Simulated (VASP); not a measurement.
# GaN (F-43m) in VASP: a series of runs

The runs below take GaN through single point, with LDA.

Everything below comes from runs of VASP 6.6.1. Logs are shortened: lines on timing, memory, paths and dates and some standing lists are left out, and cuts for length are marked.

### 1 The cell of the first run

It takes space group F-43m (No. 216, cubic). Conventional cell: a = 4.408 Å, b = 4.408 Å, c = 4.408 Å, α = 90.00°, β = 90.00°, γ = 90.00°. Within 2.5 Å of Ga (site symmetry -43m) lie 4 N at 1.91 Å. Within 2.5 Å of N (site symmetry -43m) lie 4 Ga at 1.91 Å.

### 2 Single point, LDA

INCAR

```
  PREC = Accurate
  ENCUT = 910
  EDIFF = 1E-6
  ISMEAR = 0
  SIGMA = 0.01
  LREAL = F
  LASPH = T
  NELM = 120
  ALGO = Normal
  ISIF = 2
  LWAVE = F
  LCHARG = T
  GGA = CA
  LELF = T
  LVHAR = T
  NBANDS = 16
  GGA_COMPAT = F
```

KPOINTS

```
Automatic mesh
0
Gamma
  10 10 10
```

POSCAR

```
GaN
1.0
    0.0000000000      2.2038781765      2.2038781765
    2.2038781765      0.0000000000      2.2038781765
    2.2038781765      2.2038781765      0.0000000000
Ga N
1 1
Direct
    0.0000000000      0.0000000000      0.0000000000
    0.2500000000      0.2500000000      0.2500000000
```

Potentials or basis: VASP PAW LDA potentials, release 64 (Ga_d, N_h).

Started as:

```bash
cat potpaw_LDA.64/Ga_d/POTCAR potpaw_LDA.64/N_h/POTCAR > POTCAR
mpirun -np 1 vasp_std > vasp.out
```

OUTCAR:

```text
PREC = Accurate
   ENCUT = 910
   EDIFF = 1E-6
   ISMEAR = 0
   LREAL = F
   LASPH = T
   NELM = 120
   ISIF = 2
   GGA = CA

 ion  position               nearest neighbor table
   1  0.000  0.000  0.000-   2 1.91   2 1.91   2 1.91   2 1.91
   2  0.250  0.250  0.250-   1 1.91   1 1.91   1 1.91   1 1.91

  LATTYP: Found a face centered cubic cell.
 ALAT       =     4.4077563530

  Lattice vectors:

 A1 = (   0.0000000000,   2.2038781765,   2.2038781765)
 A2 = (   2.2038781765,   0.0000000000,   2.2038781765)
 A3 = (   2.2038781765,   2.2038781765,   0.0000000000)

Analysis of symmetry for initial positions (statically):
=====================================================================
 Subroutine PRICEL returns:
 Original cell was already a primitive cell.

 Routine SETGRP: Setting up the symmetry group for a
 face centered cubic supercell.

 Subroutine GETGRP returns: Found 24 space group operations
 (whereof 24 operations were pure point group operations)
 out of a pool of 48 trial point group operations.

The static configuration has the point symmetry T_d .

Analysis of symmetry for dynamics (positions and initial velocities):
=====================================================================
 Subroutine PRICEL returns:
 Original cell was already a primitive cell.

 Routine SETGRP: Setting up the symmetry group for a
 face centered cubic supercell.

 Subroutine GETGRP returns: Found 24 space group operations
 (whereof 24 operations were pure point group operations)
 out of a pool of 48 trial point group operations.

The dynamic configuration has the point symmetry T_d .

 Subroutine INISYM returns: Found 24 space group operations
 (whereof 24 operations are pure point group operations),
 and found     1 'primitive' translations

----------------------------------------------------------------------------------------

                                     Primitive cell

  volume of cell :      21.4088

  direct lattice vectors                    reciprocal lattice vectors
     0.000000000  2.203878176  2.203878176    -0.226872794  0.226872794  0.226872794
     2.203878176  0.000000000  2.203878176     0.226872794 -0.226872794  0.226872794
     2.203878176  2.203878176  0.000000000     0.226872794  0.226872794 -0.226872794

  length of vectors
     3.116754407  3.116754407  3.116754407     0.392955206  0.392955206  0.392955206

  position of ions in fractional coordinates (direct lattice)
     0.000000000  0.000000000  0.000000000
     0.250000000  0.250000000  0.250000000

  ion indices of the primitive-cell ions
   primitive index   ion index
                 1           1
                 2           2

----------------------------------------------------------------------------------------

 KPOINTS: Automatic mesh

Automatic generation of k-mesh.
 Grid dimensions read from file:
 generate k-points for:   10   10   10

 Generating k-lattice:

  Cartesian coordinates                     Fractional coordinates (reciprocal lattice)
    -0.022687279  0.022687279  0.022687279     0.100000000  0.000000000  0.000000000
     0.022687279 -0.022687279  0.022687279     0.000000000  0.100000000  0.000000000
     0.022687279  0.022687279 -0.022687279     0.000000000  0.000000000  0.100000000

  Length of vectors
     0.039295521  0.039295521  0.039295521

  Shift w.r.t. Gamma in fractional coordinates (k-lattice)
     0.000000000  0.000000000  0.000000000

 Subroutine IBZKPT returns following result:
 ===========================================

 Found     47 irreducible k-points:

 Following reciprocal coordinates:
            Coordinates               Weight
  0.000000  0.000000  0.000000      1.000000
  0.100000  0.000000  0.000000      8.000000
  0.200000  0.000000  0.000000      8.000000
  0.300000  0.000000  0.000000      8.000000
  0.400000  0.000000  0.000000      8.000000
  0.500000  0.000000  0.000000      4.000000
[... 16 lines left out ...]
  0.300000  0.300000  0.000000      6.000000
  0.400000  0.300000  0.000000     24.000000
 [... further k-points ...]
   k-points           NKPTS =     47   k-points in BZ     NKDIM =     47   number of bands    NBANDS=     16
   number of dos      NEDOS =    301   number of ions     NIONS =      2
   total plane-waves  NPLWV =  32768
   dimension x,y,z NGX =    32 NGY =   32 NGZ =   32
   dimension x,y,z NGXF=    64 NGYF=   64 NGZF=   64
   ions per type =               1   1
   NGX,Y,Z   is equivalent  to a cutoff of  17.07, 17.07, 17.07 a.u.
   NGXF,Y,Z  is equivalent  to a cutoff of  34.14, 34.14, 34.14 a.u.
 SYSTEM =  unknown system
   PREC   = accura    normal or accurate (medium, high low for compatibility)
   ISTART =      0    job   : 0-new  1-cont  2-samecut
   ICHARG =      2    charge: 1-file 2-atom 10-const
   ISPIN  =      1    spin polarized calculation?
   LNONCOLLINEAR =      F non collinear calculations
   LSORBIT =      F    spin-orbit coupling
   LASPH  =      T    aspherical Exc in radial PAW
   ENCUT  =  910.0 eV  66.88 Ry    8.18 a.u.   7.67  7.67  7.67*2*pi/ulx,y,z
   NELM   =    120;   NELMIN=  2; NELMDL= -5     # of ELM steps
   EDIFF  = 0.1E-05   stopping-criterion for ELM
   LREAL  =      F    real-space projection
   EDIFFG = 0.1E-04   stopping-criterion for IOM
   NSW    =      0    number of steps for IOM
   IBRION =     -1    ionic relax: 0-MD 1-quasi-New 2-CG
   NFREE  =      0    steps in history (QN), initial steepest desc. (CG)
   ISIF   =      2    stress and relaxation
   ISYM   =      2    0-nonsym 1-usesym 2-fastsym
   POTIM  = 0.5000    time-step for ionic-motion
   TEBEG  =    0.0;   TEEND  =   0.0 temperature during run
   PSTRESS=    0.0 pullay stress
   NELECT =      18.0000    total number of electrons
   NUPDOWN=      -1.0000    fix difference up-down
   EMIN   =  10.00;   EMAX   =-10.00  energy-range for DOS
   EFERMI =   0.00;   METHOD = LEGACY
   ISMEAR =     0;   SIGMA  =   0.01  broadening in eV -4-tet -1-fermi 0-gaus
   EFERMI_NEDOS =   21; number of points for ismear=-14 and -15
   IALGO  =     38    algorithm
   IMIX   =      4    mixing-type and parameters
     AMIX     =   0.40;   BMIX     =  1.00
     AMIX_MAG =   1.60;   BMIX_MAG =  1.00
  volume/ion in A,a.u.               =      10.70        72.24
  Fermi-wavevector in a.u.,A,eV,Ry     =   1.545141  2.919893 32.483370  2.387460
  Thomas-Fermi vector in A             =   2.650562
   LORBIT       =      0    0 simple, 1 ext, 2 COOP (PROOUT), +10 PAW based schemes
   GGA     = CA    functional components
   LHFCALC =     F    Hartree Fock is set to
   AEXX    =    0.0000 exact exchange contribution
   IVDW    =     0    specifies the selected vdW correction
   LEPSILON=     F    determine dielectric tensor
   LRPA    =     F    only Hartree local field effects (RPA)
 non-spin polarized calculation
 Gauss-broadening in eV      SIGMA  =   0.01
  energy-cutoff  :      910.00
  volume of cell :       21.41
 maximum number of plane-waves:      1363
   NGX = 15   NGY = 15   NGZ = 15

 number of electron      18.0000000 magnetization

 Free energy of the ion-electron system (eV)
  ---------------------------------------------------
  ext. energy  EPLUGINS =         0.00000000
  ---------------------------------------------------
  free energy    TOTEN  =       -13.92595837 eV

  energy without entropy =      -13.92595837  energy(sigma->0) =      -13.92595837

 E-fermi :   6.2688     XC(G=0): -12.4947

 val. band max:        6.1253945685   @ k =   0.0000   0.0000   0.0000
 cond. band min:       8.3082262189   @ k =   0.0000   0.0000   0.0000
 fundamental gap:      2.1828316504
 Fermi energy:         6.2688048420

 k-point     1 :       0.0000    0.0000    0.0000
  band No.  band energies     occupation
      1     -10.2781      2.00000
      2      -7.5104      2.00000
      3      -7.5104      2.00000
      4      -7.5104      2.00000
      5      -7.1190      2.00000
      6      -7.1190      2.00000
[... 8 lines left out ...]
     15      25.3148      0.00000
     16      25.3148      0.00000

 k-point     2 :       0.1000    0.0000    0.0000
  band No.  band energies     occupation
      1     -10.1509      2.00000
      2      -7.4939      2.00000
      3      -7.4939      2.00000
      4      -7.4750      2.00000
      5      -7.1207      2.00000
      6      -7.1207      2.00000
[... 8 lines left out ...]
     15      24.0110      0.00000
     16      24.0110      0.00000

 k-point     3 :       0.2000    0.0000    0.0000
  band No.  band energies     occupation
      1      -9.8251      2.00000
      2      -7.4556      2.00000
      3      -7.4556      2.00000
      4      -7.3165      2.00000
      5      -7.1197      2.00000
      6      -7.1197      2.00000
[... 8 lines left out ...]
     15      23.2263      0.00000
     16      23.2263      0.00000

 k-point     4 :       0.3000    0.0000    0.0000
  band No.  band energies     occupation
      1      -9.4694      2.00000
      2      -7.4218      2.00000
      3      -7.4218      2.00000
      4      -7.1034      2.00000
      5      -7.1034      2.00000
      6      -6.8970      2.00000
[... 8 lines left out ...]
     15      23.7770      0.00000
     16      23.7770      0.00000

 k-point     5 :       0.4000    0.0000    0.0000
  band No.  band energies     occupation
      1      -9.2533      2.00000
      2      -7.4073      2.00000
      3      -7.4073      2.00000
      4      -7.0760      2.00000
      5      -7.0760      2.00000
      6      -6.1942      2.00000
[... 8 lines left out ...]
     15      25.2990      0.00000
     16      25.2990      0.00000

 k-point     6 :       0.5000    0.0000    0.0000
  band No.  band energies     occupation
      1      -9.1910      2.00000
      2      -7.4047      2.00000
      3      -7.4047      2.00000
      4      -7.0623      2.00000
      5      -7.0623      2.00000
      6      -5.7415      2.00000
[... 8 lines left out ...]
     15      26.3957      0.00000
     16      26.3957      0.00000

 k-point     7 :       0.1000    0.1000    0.0000
  band No.  band energies     occupation
      1     -10.1088      2.00000
      2      -7.4819      2.00000
      3      -7.4793      2.00000
      4      -7.4793      2.00000
      5      -7.1321      2.00000
      6      -7.1101      2.00000
[... 8 lines left out ...]
     15      25.8479      0.00000
     16      26.0567      0.00000

 k-point     8 :       0.2000    0.1000    0.0000
  band No.  band energies     occupation
      1      -9.8504      2.00000
      2      -7.4578      2.00000
      3      -7.4397      2.00000
      4      -7.3709      2.00000
      5      -7.1331      2.00000
      6      -7.1014      2.00000
[... 8 lines left out ...]
     15      25.1592      0.00000
     16      25.2735      0.00000

 k-point     9 :       0.3000    0.1000    0.0000
  band No.  band energies     occupation
      1      -9.5083      2.00000
      2      -7.4256      2.00000
      3      -7.4007      2.00000
      4      -7.1937      2.00000
      5      -7.0863      2.00000
      6      -6.9660      2.00000
[... 8 lines left out ...]
     15      24.2979      0.00000
     16      25.2754      0.00000
[... 172 lines left out ...]
 k-point    19 :       0.5000    0.2000    0.0000
  band No.  band energies     occupation
      1      -9.1000      2.00000
      2      -7.3893      2.00000
      3      -7.3104      2.00000
      4      -7.1759      2.00000
      5      -7.0575      2.00000
      6      -5.6413      2.00000
[... 8 lines left out ...]
     15      26.9392      0.00000
     16      27.4010      0.00000

 k-point    20 :      -0.4000    0.2000    0.0000
  band No.  band energies     occupation
      1      -9.0909      2.00000
      2      -7.3945      2.00000
      3      -7.3177      2.00000
      4      -7.1376      2.00000
      5      -7.0872      2.00000
      6      -5.4807      2.00000
[... 8 lines left out ...]
     15      25.2839      0.00000
     16      27.0019      0.00000

 k-point    21 :      -0.3000    0.2000    0.0000
  band No.  band energies     occupation
      1      -9.1702      2.00000
      2      -7.3955      2.00000
      3      -7.3395      2.00000
      4      -7.1307      2.00000
      5      -7.1285      2.00000
      6      -6.0512      2.00000
[... 8 lines left out ...]
     15      23.9577      0.00000
     16      27.3910      0.00000

 k-point    22 :      -0.2000    0.2000    0.0000
  band No.  band energies     occupation
      1      -9.3598      2.00000
      2      -7.4040      2.00000
      3      -7.3839      2.00000
      4      -7.1495      2.00000
      5      -7.1475      2.00000
      6      -6.6883      2.00000
[... 8 lines left out ...]
     15      23.9687      0.00000
     16      27.3175      0.00000

 k-point    23 :       0.3000    0.3000    0.0000
  band No.  band energies     occupation
      1      -9.2557      2.00000
      2      -7.3545      2.00000
      3      -7.2800      2.00000
      4      -7.2800      2.00000
      5      -7.0582      2.00000
      6      -6.6831      2.00000
[... 8 lines left out ...]
     15      28.7578      0.00000
     16      29.5778      0.00000

 k-point    24 :       0.4000    0.3000    0.0000
  band No.  band energies     occupation
      1      -9.1128      2.00000
      2      -7.3710      2.00000
      3      -7.2392      2.00000
      4      -7.2372      2.00000
      5      -7.0459      2.00000
      6      -6.1726      2.00000
[... 8 lines left out ...]
     15      29.1850      0.00000
     16      29.3975      0.00000

 [... further k-points ...]

------------------------ aborting loop because EDIFF is reached ----------------------------------------

  FORCE on cell =-STRESS in cart. coord.  units (eV):
  Direction    XX          YY          ZZ          XY          YZ          ZX
  --------------------------------------------------------------------------------------
  -------------------------------------------------------------------------------------
  Total        1.0688987      1.0688987      1.0688987      0.0000000      0.0000000      0.0000000
  in kB       79.9934419     79.9934419     79.9934419      0.0000000      0.0000000      0.0000000
  external PRESSURE =      79.9934419 kB  Pullay stress =       0.0000000 kB

 VOLUME and BASIS-vectors are now :
 -----------------------------------------------------------------------------
  energy-cutoff  :      910.00
  volume of cell :       21.41
      direct lattice vectors                 reciprocal lattice vectors
     0.000000000  2.203878176  2.203878176    -0.226872794  0.226872794  0.226872794
     2.203878176  0.000000000  2.203878176     0.226872794 -0.226872794  0.226872794
     2.203878176  2.203878176  0.000000000     0.226872794  0.226872794 -0.226872794

 POSITION                                       TOTAL-FORCE (eV/Angst)
 -----------------------------------------------------------------------------------
      0.00000      0.00000      0.00000         0.000000     -0.000000      0.000000
      1.10194      1.10194      1.10194        -0.000000      0.000000     -0.000000
 -----------------------------------------------------------------------------------
    total drift:                               -0.000000     -0.000000     -0.000000

  FREE ENERGIE OF THE ION-ELECTRON SYSTEM (eV)
  ---------------------------------------------------
  free  energy   TOTEN  =       -13.9259583678 eV

  energy  without entropy=      -13.9259583678  energy(sigma->0) =      -13.92595837
```

It used 84 s of CPU time on 1 thread of AMD EPYC 7R13 Processor (Zen 3) (shared host).

What came out:

| Item | Value |
| --- | --- |
| Free energy | -13.9260 eV |
| Pressure | 8.0 GPa |
| Band gap on the k mesh | 2.18 eV, direct |

Levels at points of the mesh, in eV from the valence-band top:
```csv
k point,band 7,band 8,band 9,band 10,band 11,band 12
"(0.00, 0.00, 0.00)",0.00,0.00,0.00,2.18,10.53,10.53
"(0.50, 0.00, 0.00)",-7.58,-1.07,-1.07,5.01,8.93,10.55
"(0.50, 0.50, 0.00)",-6.49,-2.98,-2.98,3.27,6.87,11.99
```

Caveat: the cutoff is under 1.25 times the usual one of these potentials, so pressure, stress and relaxed cells hold a basis-set (Pulay) error.

### 3 Single point, LDA

This run uses another cell than the first one, of 10.85 Å³/atom, 1.013 times its volume.

INCAR

```
PREC = Accurate ; ENCUT = 910
EDIFF = 1E-6 ; ISMEAR = 0
SIGMA = 0.01 ; LREAL = F
LASPH = T ; NELM = 120
ALGO = Normal ; ISIF = 2
LWAVE = F ; LCHARG = T
GGA = CA ; LELF = T
LVHAR = T ; NBANDS = 16
GGA_COMPAT = F
```

KPOINTS

```
regular mesh
0
Gamma
  10 10 10
```

POSCAR

```
GaN
1.0
    0.0000000000      2.2136478995      2.2136478995
    2.2136478995      0.0000000000      2.2136478995
    2.2136478995      2.2136478995      0.0000000000
Ga N
1 1
Direct
    0.0000000000      0.0000000000      0.0000000000
    0.2500000000      0.2500000000      0.2500000000
```

Potentials or basis: VASP PAW LDA potentials, release 64 (Ga_d, N_h).

Started as:

```bash
cat potpaw_LDA.64/Ga_d/POTCAR potpaw_LDA.64/N_h/POTCAR > POTCAR
mpirun -np 1 vasp_std > vasp.out
```

It used 70 s of CPU time on 1 thread of AMD EPYC 7R13 Processor (Zen 3), on a shared host.

The run converged. Its results:

- Free energy: -13.9380 eV
- Pressure: 5.0 GPa
- Band gap on the k mesh: 2.10 eV, direct

Levels at points of the mesh, in eV from the valence-band top:
```tsv
k point	band 5	band 6	band 7	band 8	band 9	band 10	band 11	band 12	band 13	band 14
(0.00, 0.00, 0.00)	-13.24	-13.24	0.00	0.00	0.00	2.10	10.45	10.45	10.45	18.03
(0.50, 0.00, 0.00)	-13.19	-11.86	-7.48	-1.05	-1.05	4.91	8.86	10.48	10.48	15.85
(0.50, 0.50, 0.00)	-13.15	-11.39	-6.43	-2.93	-2.93	3.26	6.79	11.89	14.33	14.33
```

Caveat: the cutoff is under 1.25 times the usual one of these potentials, so pressure, stress and relaxed cells hold a basis-set (Pulay) error. LDA gaps usually lie below the measured ones, often by a third to a half.
